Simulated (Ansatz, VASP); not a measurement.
HfC: VASP beside Ansatz

```
Hf C
1.0
     0.00000    2.30270    2.30270
     2.30270    0.00000    2.30270
     2.30270    2.30270    0.00000
Hf C
1 1
Direct
  0.00000 0.00000 0.00000
  0.50000 0.50000 0.50000
```

Alike in both runs: functional PBEsol; k mesh 8 × 8 × 8; occupations gaussian, width 0.1 eV; no spin polarisation.

Ansatz relaxed the structure, and its values are those at the end. VASP's run is a single point on that final structure, the one shown.

|  | VASP | Ansatz |
| --- | --- | --- |
| version | VASP 6.6.1 | Ansatz 0.2.0 |
| potentials or method | VASP PAW PBE potentials, release 64 (Hf_pv, C), cutoff 520 eV | scalar-relativistic, plane waves, PAW |
| valence electrons in the cell | 14 | 30 |

VASP gave:

| Item | Value |
| --- | --- |
| gap on the k mesh at the Fermi level (eV) | none |
| pressure (GPa) | -0.1 |

Problem. Which values does Ansatz return?

Solution. gap on the k mesh at the Fermi level (eV): none; pressure (GPa): 0.3.

VASP's potentials were made for PBE, not for PBEsol. A gap of «none» marks a metal or a gap that the smearing closes. VASP's potentials hold 14 valence electrons a cell and Ansatz's 30, so a difference there can come from the potentials and not from the codes.

Neither program's run includes spin-orbit coupling.
